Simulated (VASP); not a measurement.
# ZnGeP2 (I-42d) in VASP: further runs, part 2 of 2

VASP 6.6.1.

## 3. Single point, PBE (epitaxial xy strain -2.0%)

The input, INCAR:

```
ALGO = Normal
EDIFF = 1E-6
ENCUT = 500
GGA = PE
GGA_COMPAT = F
ISIF = 2
ISMEAR = -1
LASPH = T
LCHARG = F
LREAL = F
LWAVE = F
NBANDS = 46
NELM = 120
PREC = Accurate
SIGMA = 0.02
```

The input, KPOINTS:

```
k-points
0
Gamma
  6 6 6
```

The input, POSCAR:

```
ZnGeP2
1.0
   -2.6688737731      2.6688737731      5.4582001700
    2.6688737731     -2.6688737731      5.4582001700
    2.6688737731      2.6688737731     -5.4582001700
Zn Ge P
2 2 4
Direct
    0.7500000000      0.2500000000      0.5000000000
    0.0000000000      0.0000000000      0.0000000000
    0.2500000000      0.7500000000      0.5000000000
    0.5000000000      0.5000000000      0.0000000000
    0.1276172378      0.6250000000      0.0026172378
    0.8750000000      0.8723827622      0.4973827622
    0.3750000000      0.3776172378      0.5026172378
    0.6223827622      0.1250000000      0.9973827622
```

Potentials or basis: VASP PAW PBE potentials, release 64 (Zn, Ge_d, P).

Started as:

```bash
$ cat potpaw_PBE.64/Zn/POTCAR potpaw_PBE.64/Ge_d/POTCAR potpaw_PBE.64/P/POTCAR > POTCAR
$ mpirun -np 1 vasp_std > vasp.out
```

It took 2.5 min on 1 thread of Intel Xeon Platinum 8488C (Sapphire Rapids), shared host; peak memory 0.42 GiB.

It converged, with:

```
Free energy            : -34.4138 eV
Pressure               : 4.5 GPa
Largest force          : 0.062 eV/Å
Band gap on the k mesh : 1.23 eV (least direct gap 1.51 eV)
```

Forces in eV/Å, atoms in the order of the input:
```
Zn   0.000  0.000  0.000
Zn   0.000  0.000  0.000
Ge   0.000  0.000  0.000
Ge   0.000  0.000  0.000
P    0.000 -0.062  0.000
P    0.062  0.000  0.000
P   -0.062  0.000  0.000
P    0.000  0.062  0.000
```

Stress tensor (GPa, compression positive):
```
5.38 0.00 0.00
0.00 5.38 0.00
0.00 0.00 2.64
```

Levels at points of the mesh, in eV from the valence-band top:
```csv
k point,band 32,band 33,band 34,band 35,band 36,band 37,band 38,band 39,band 40,band 41
"(0.00, 0.00, 0.00)",-2.53,-2.53,-0.13,0.00,0.00,1.51,1.53,1.82,3.09,3.09
"(0.50, 0.00, 0.00)",-2.78,-2.57,-2.04,-1.74,-1.04,2.32,2.51,2.77,3.86,4.06
"(0.50, 0.50, 0.00)",-1.90,-1.10,-1.10,-0.76,-0.76,1.26,1.26,3.31,3.31,4.06
"(0.50, 0.50, 0.50)",-2.67,-1.86,-1.86,-1.33,-1.33,1.23,1.23,1.36,1.36,2.45
```

Caveat: the cell differs from its parent crystal (epitaxial xy strain -2.0%); the cell stands under pressure. A k mesh can miss the band edges.

## 4. Single point, PBE (epitaxial xy strain -1.0%)

The input, INCAR:

```
PREC = Accurate
ENCUT = 500
EDIFF = 1E-6
ISMEAR = -1
SIGMA = 0.02
LREAL = False
LASPH = True
NELM = 120
ALGO = Normal
ISIF = 2
LWAVE = False
LCHARG = True
GGA = PE
LELF = True
LVHAR = True
NBANDS = 46
GGA_COMPAT = False
```

The input, KPOINTS:

```
Automatic mesh
0
Gamma
  6 6 6
```

The input, POSCAR:

```
ZnGeP2
1.0
   -2.6961071790      2.6961071790      5.4119890268
    2.6961071790     -2.6961071790      5.4119890268
    2.6961071790      2.6961071790     -5.4119890268
Zn Ge P
2 2 4
Direct
    0.7500000000      0.2500000000      0.5000000000
    0.0000000000      0.0000000000      0.0000000000
    0.2500000000      0.7500000000      0.5000000000
    0.5000000000      0.5000000000      0.0000000000
    0.1283893053      0.6250000000      0.0033893053
    0.8750000000      0.8716106947      0.4966106947
    0.3750000000      0.3783893053      0.5033893053
    0.6216106947      0.1250000000      0.9966106947
```

Potentials or basis: VASP PAW PBE potentials, release 64 (Zn, Ge_d, P).

Started as:

```bash
$ cat potpaw_PBE.64/Zn/POTCAR potpaw_PBE.64/Ge_d/POTCAR potpaw_PBE.64/P/POTCAR > POTCAR
$ mpirun -np 1 vasp_std > vasp.out
```

OUTCAR:

```text
PREC = Accurate
   ENCUT = 500
   EDIFF = 1E-6
   ISMEAR = -1
   LREAL = False
   LASPH = True
   NELM = 120
   ISIF = 2
   GGA = PE

 ion  position               nearest neighbor table
   1  0.750  0.250  0.500-   5 2.35   6 2.35   7 2.35   8 2.35
   2  0.000  0.000  0.000-   7 2.35   5 2.35   8 2.35   6 2.35
   3  0.250  0.750  0.500-   6 2.33   7 2.33   8 2.33   5 2.33
   4  0.500  0.500  0.000-   5 2.33   6 2.33   8 2.33   7 2.33
   5  0.128  0.625  0.003-   4 2.33   3 2.33   2 2.35   1 2.35
   6  0.875  0.872  0.497-   3 2.33   4 2.33   2 2.35   1 2.35
   7  0.375  0.378  0.503-   3 2.33   4 2.33   1 2.35   2 2.35
   8  0.622  0.125  0.997-   3 2.33   4 2.33   1 2.35   2 2.35

  LATTYP: Found a body centered tetragonal cell.
 ALAT       =     5.3922143580
 C/A-ratio  =     2.0073345262

  Lattice vectors:

 A1 = (  -2.6961071790,   2.6961071790,   5.4119890268)
 A2 = (   2.6961071790,  -2.6961071790,   5.4119890268)
 A3 = (   2.6961071790,   2.6961071790,  -5.4119890268)

Analysis of symmetry for initial positions (statically):
=====================================================================
[... 194 lines left out ...]
      1     -20.3702      2.00000
      2     -20.3664      2.00000
      3     -20.3664      2.00000
      4     -20.3641      2.00000
      5     -20.3556      2.00000
      6     -20.3556      2.00000
[... 1165 lines left out ...]
     45       8.9957      0.00000
     46       9.5496      0.00000

 [... further k-points ...]

------------------------ aborting loop because EDIFF is reached ----------------------------------------

  FORCE on cell =-STRESS in cart. coord.  units (eV):
  Direction    XX          YY          ZZ          XY          YZ          ZX
  --------------------------------------------------------------------------------------
  -------------------------------------------------------------------------------------
  Total        3.7796212      3.7796212      2.4773380      0.0000000     -0.0000000      0.0000000
  in kB       38.4828877     38.4828877     25.2234590      0.0000000     -0.0000000      0.0000000
  external PRESSURE =      34.0630782 kB  Pullay stress =       0.0000000 kB

 VOLUME and BASIS-vectors are now :
 -----------------------------------------------------------------------------
  energy-cutoff  :      500.00
  volume of cell :      157.36
      direct lattice vectors                 reciprocal lattice vectors
    -2.696107179  2.696107179  5.411989027     0.000000000  0.185452568  0.092387475
     2.696107179 -2.696107179  5.411989027     0.185452568  0.000000000  0.092387475
     2.696107179  2.696107179 -5.411989027     0.185452568  0.185452568  0.000000000

 POSITION                                       TOTAL-FORCE (eV/Angst)
 -----------------------------------------------------------------------------------
      0.00000      2.69611      2.70599         0.000000      0.000000      0.000000
      0.00000      0.00000      0.00000         0.000000      0.000000     -0.000000
      2.69611      0.00000      2.70599         0.000000     -0.000000      0.000000
      0.00000      0.00000      5.41199         0.000000      0.000000      0.000000
      1.34805     -1.32978      4.05899         0.000000     -0.064648     -0.000000
      1.32978      1.34805      6.76499         0.064648     -0.000000     -0.000000
      1.36633      1.34805      1.35300        -0.064648      0.000000     -0.000000
      1.34805      4.02588     -1.35300         0.000000      0.064648     -0.000000
 -----------------------------------------------------------------------------------
    total drift:                               -0.000003     -0.000003     -0.000005

  FREE ENERGIE OF THE ION-ELECTRON SYSTEM (eV)
  ---------------------------------------------------
  free  energy   TOTEN  =       -34.4830114045 eV

  energy  without entropy=      -34.4830114045  energy(sigma->0) =      -34.48301140
```

It took 3 min on 1 thread of Intel Xeon Platinum 8488C (Sapphire Rapids), shared host; peak memory 0.42 GiB.

Results:

* Free energy: -34.4830 eV
* Pressure: 3.4 GPa
* Largest force: 0.065 eV/Å
* Band gap on the k mesh: 1.29 eV (least direct gap 1.50 eV)

Forces in eV/Å, atoms in the order of the input:
```
Zn   0.000  0.000  0.000
Zn   0.000  0.000  0.000
Ge   0.000  0.000  0.000
Ge   0.000  0.000  0.000
P    0.000 -0.065  0.000
P    0.065  0.000  0.000
P   -0.065  0.000  0.000
P    0.000  0.065  0.000
```

Stress tensor (GPa, compression positive):
```
3.85 0.00 0.00
0.00 3.85 0.00
0.00 0.00 2.52
```

Caveat: the cell differs from its parent crystal (epitaxial xy strain -1.0%); the cell stands under pressure. A k mesh can miss the band edges.

## 5. Single point, PBE

This run uses another cell than the first one, of 19.90 Å³/atom.

The input, INCAR:

```
SYSTEM = ZnGeP2
PREC     = Accurate       ! precision mode
ENCUT    = 500            ! plane-wave cutoff, eV
EDIFF    = 1E-6           ! SCF threshold, eV
ISMEAR   = -1             ! smearing method
SIGMA    = 0.02           ! smearing width, eV
LREAL    = .FALSE.        ! projectors in reciprocal space
LASPH    = .TRUE.         ! aspherical terms in the spheres
NELM     = 120            ! most SCF steps
ALGO     = Normal         ! electronic algorithm
ISIF     = 2              ! what is computed and relaxed
LWAVE    = .FALSE.        ! write WAVECAR
LCHARG   = .TRUE.         ! write CHGCAR
GGA      = PE             ! functional
LELF     = .TRUE.         ! ELF
LVHAR    = .TRUE.       
NBANDS   = 46             ! bands
GGA_COMPAT= .FALSE.
```

The input, KPOINTS:

```
regular mesh
0
G
  6 6 6
  0 0 0
```

The input, POSCAR:

```
ZnGeP2
1.0
   -2.7233405848      2.7233405848      5.3655858440
    2.7233405848     -2.7233405848      5.3655858440
    2.7233405848      2.7233405848     -5.3655858440
Zn Ge P
2 2 4
Direct
    0.7500000000      0.2500000000      0.5000000000
    0.0000000000      0.0000000000      0.0000000000
    0.2500000000      0.7500000000      0.5000000000
    0.5000000000      0.5000000000      0.0000000000
    0.1292100357      0.6250000000      0.0042100357
    0.8750000000      0.8707899643      0.4957899643
    0.3750000000      0.3792100357      0.5042100357
    0.6207899643      0.1250000000      0.9957899643
```

Started as:

```bash
$ cat potpaw_PBE.64/Zn/POTCAR potpaw_PBE.64/Ge_d/POTCAR potpaw_PBE.64/P/POTCAR > POTCAR
$ mpirun -np 1 vasp_std > vasp.out
```

Run time: 2.7 min. Hardware: 1 thread of Intel Xeon Platinum 8488C (Sapphire Rapids), shared host; peak memory 0.42 GiB.

Results (log left out):

* Free energy: -34.5235 eV
* Pressure: 2.4 GPa
* Largest force: 0.068 eV/Å
* Band gap on the k mesh: 1.25 eV (least direct gap 1.40 eV)

Forces in eV/Å, atoms in the order of the input:
```
Zn   0.000  0.000  0.000
Zn   0.000  0.000  0.000
Ge   0.000  0.000  0.000
Ge   0.000  0.000  0.000
P    0.000 -0.068  0.000
P    0.068  0.000  0.000
P   -0.068  0.000  0.000
P    0.000  0.068  0.000
```

Levels at points of the mesh, in eV from the valence-band top:
| k point | band 34 | band 35 | band 36 | band 37 | band 38 | band 39 |
| --- | --- | --- | --- | --- | --- | --- |
| (0.00, 0.00, 0.00) | -0.08 | -0.08 | 0.00 | 1.40 | 1.42 | 1.64 |
| (0.50, 0.00, 0.00) | -1.87 | -1.64 | -0.97 | 2.41 | 2.53 | 2.82 |
| (0.50, 0.50, 0.00) | -1.20 | -0.75 | -0.75 | 1.25 | 1.25 | 3.04 |
| (0.50, 0.50, 0.50) | -1.93 | -1.35 | -1.35 | 1.27 | 1.27 | 1.49 |

## 6. Overview

| cell | gap on the mesh (eV) | pressure (GPa) | largest force (eV/Å) |
| --- | --- | --- | --- |
| a = 6.652 Å, angles 133.2, 133.2, 68.3°, 8 atoms, atomic positions A | 1.14 | 5.6 | 0.06 |
| a = 6.636 Å, angles 132.6, 132.6, 69.3°, 8 atoms, atomic positions B | 1.23 | 4.5 | 0.06 |
| a = 6.620 Å, angles 131.9, 131.9, 70.3°, 8 atoms, atomic positions C | 1.29 | 3.4 | 0.06 |
| a = 6.605 Å, angles 131.3, 131.3, 71.3°, 8 atoms, atomic positions D | 1.25 | 2.4 | 0.07 |

Alike in all rows: task single point; level PBE; potentials or basis VASP PAW PBE potentials, release 64 (Zn, Ge_d, P); no spin polarisation; k mesh 6 × 6 × 6; cutoff (eV) 500; smearing fermi-dirac 0.02 eV.

Caveats: the cell stands under pressure (at least some runs).

Total energies depend on the potentials used, so only differences within one code and one set of settings carry meaning.
